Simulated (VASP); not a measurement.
A run of VASP 6.6.1 is set up as follows.

File POSCAR:

```
SiC
1.0
    0.0000000000      2.1790000000      2.1790000000
    2.1790000000      0.0000000000      2.1790000000
    2.1790000000      2.1790000000      0.0000000000
Si C
1 1
Direct
    0.0000000000      0.0000000000      0.0000000000
    0.2500000000      0.2500000000      0.2500000000
```

The input INCAR.step1:

```
PREC     = Accurate       # precision mode
ENCUT    = 500            # plane-wave cutoff, eV
EDIFF    = 1E-8           # SCF threshold, eV
ISMEAR   = 0              # smearing method
SIGMA    = 0.01           # smearing width, eV
LREAL    = False          # projectors in reciprocal space
LASPH    = True           # aspherical terms in the spheres
NELM     = 80             # most SCF steps
ALGO     = Normal         # electronic algorithm
LWAVE    = True           # write WAVECAR
LCHARG   = False          # write CHGCAR
GGA      = PE             # functional
```

Contents of INCAR.step2:

```
PREC     = Accurate       # precision mode
ENCUT    = 500            # plane-wave cutoff, eV
EDIFF    = 1E-8           # SCF threshold, eV
ISMEAR   = 0              # smearing method
SIGMA    = 0.01           # smearing width, eV
LREAL    = False          # projectors in reciprocal space
LASPH    = True           # aspherical terms in the spheres
NELM     = 1              # most SCF steps
ALGO     = Exact          # electronic algorithm
LWAVE    = True           # write WAVECAR
LCHARG   = False          # write CHGCAR
GGA      = PE             # functional
NBANDS   = 1622           # bands
LOPTICS  = True           # frequency-dependent dielectric function
ISTART   = 1
```

The input INCAR.step3:

```
PREC     = Accurate       # precision mode
ENCUT    = 500            # plane-wave cutoff, eV
EDIFF    = 1E-8           # SCF threshold, eV
ISMEAR   = 0              # smearing method
SIGMA    = 0.01           # smearing width, eV
LREAL    = False          # projectors in reciprocal space
LASPH    = True           # aspherical terms in the spheres
ALGO     = EVGW0          # electronic algorithm
LWAVE    = False          # write WAVECAR
LCHARG   = False          # write CHGCAR
GGA      = PE             # functional
NELMGW   = 1            
NBANDS   = 1622           # bands
ENCUTGW  = 200            # cutoff of the response function
NOMEGA   = 48             # frequency points
PRECFOCK = Fast         
ISTART   = 1            
NBANDSGW = 12
```

The input KPOINTS:

```
regular mesh
0
Gamma
  2 2 2
```

Potentials or basis: VASP PAW PBE potentials, release 64 (Si_GW, C_GW).

Command:

```console
$ cat potpaw_PBE.64/Si_GW/POTCAR potpaw_PBE.64/C_GW/POTCAR > POTCAR
$ cp INCAR.step1 INCAR
$ mpirun -np 1 vasp_std > vasp.out
$ cp INCAR.step2 INCAR
$ mpirun -np 1 vasp_std > vasp.out
$ cp INCAR.step3 INCAR
$ mpirun -np 1 vasp_std > vasp.out
```

(1) Predict the quasiparticle gap.

(2) Predict the least direct quasiparticle gap.

(3) Estimate the least direct gap of the starting levels on the mesh.

(4) Predict the band gap of the starting levels on the mesh.

## Answers

(1) 1.58 eV.

(2) 5.12 eV.

(3) 4.30 eV.

(4) 0.94 eV.

Caveat: the k points lie up to 1.25 Å⁻¹ apart, too coarse for converged energies, forces and pressures; bands, screening cutoff and mesh are small and nothing is extrapolated, so the quasiparticle values aren't converged.
